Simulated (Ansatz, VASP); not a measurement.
**MgO: VASP beside Ansatz**

The input POSCAR:

```
MgO
1.0
    3.4841042127      0.0000000000      0.0000000000
   -1.7420521064      3.0173227576      0.0000000000
    0.0000000000      0.0000000000      4.1647591577
Mg O
2 2
Direct
    0.6666666667      0.3333333333      0.7500000000
    0.3333333333      0.6666666667      0.2500000000
    0.6666666667      0.3333333333      0.2500000000
    0.3333333333      0.6666666667      0.7500000000
```

File INCAR.step1:

```
SYSTEM = MgO
ALGO = Normal
EDIFF = 1E-4
ENCUT = 520
GGA = PE
ISMEAR = 0
LASPH = .True.
LCHARG = .False.
LREAL = .False.
LWAVE = .True.
NBANDS = 16
NELM = 100
PREC = Accurate
SIGMA = 0.05
```

INCAR.step2

```
SYSTEM = MgO
ALGO = Normal
EDIFF = 1E-6
ENCUT = 520
ISIF = 2
ISMEAR = 0
ISTART = 1
LASPH = .True.
LCHARG = .False.
LMIXTAU = .True.
LREAL = .False.
LWAVE = .False.
METAGGA = R2SCAN
NBANDS = 16
NELM = 100
PREC = Accurate
SIGMA = 0.05
```

The input KPOINTS:

```
k-points
0
Gamma
  6 6 6
  0 0 0
```

Input for Ansatz:

```yaml
crystal:
  lattice:
    - [3.4841042127, 0.0, 0.0]
    - [-1.7420521064, 3.0173227576, 0.0]
    - [0.0, 0.0, 4.1647591577]
  atoms:
    - { symbol: Mg, position: [0.6666666667, 0.3333333333, 0.75] }
    - { symbol: Mg, position: [0.3333333333, 0.6666666667, 0.25] }
    - { symbol: O, position: [0.6666666667, 0.3333333333, 0.25] }
    - { symbol: O, position: [0.3333333333, 0.6666666667, 0.75] }
basis:
  ecutwfc: 500
kpoints:
  mp_grid: { grid: [6, 6, 6] }
hamiltonian:
  xc: r2scan
scf:
  occupations: { method: gaussian, width: 0.05 }
output:
  forces: true
  stress: true
  eigenvalues: true
```

Change from the starting cell: strain -0.0050 x Voigt [0, 0, 1, 0, 0, 0], atoms carried along.

Alike in both runs: task single point; functional r2SCAN; k mesh 6 × 6 × 6; occupations gaussian, width 0.05 eV; no spin polarisation.

|  | VASP | Ansatz |
| --- | --- | --- |
| version | VASP 6.6.1 | Ansatz 0.2.0 |
| potentials or method | VASP PAW PBE potentials, release 64 (Mg, O), cutoff 520 eV | scalar-relativistic, plane waves, PAW |
| valence electrons in the cell | 16 | 32 |

```tsv
	VASP	Ansatz	Ansatz less VASP
gap on the k mesh at the Fermi level (eV)	4.11	4.12	+0.013
least direct gap on the mesh (eV)	4.11	4.12	+0.013
pressure (GPa)	0.0	0.8	+0.80
traceless stress, the component that is largest in VASP (GPa)	0.47	0.66	+0.189
```

VASP's potentials were made for PBE, not for r2SCAN. VASP's potentials hold 16 valence electrons a cell and Ansatz's 32, so a difference there can come from the potentials and not from the codes.
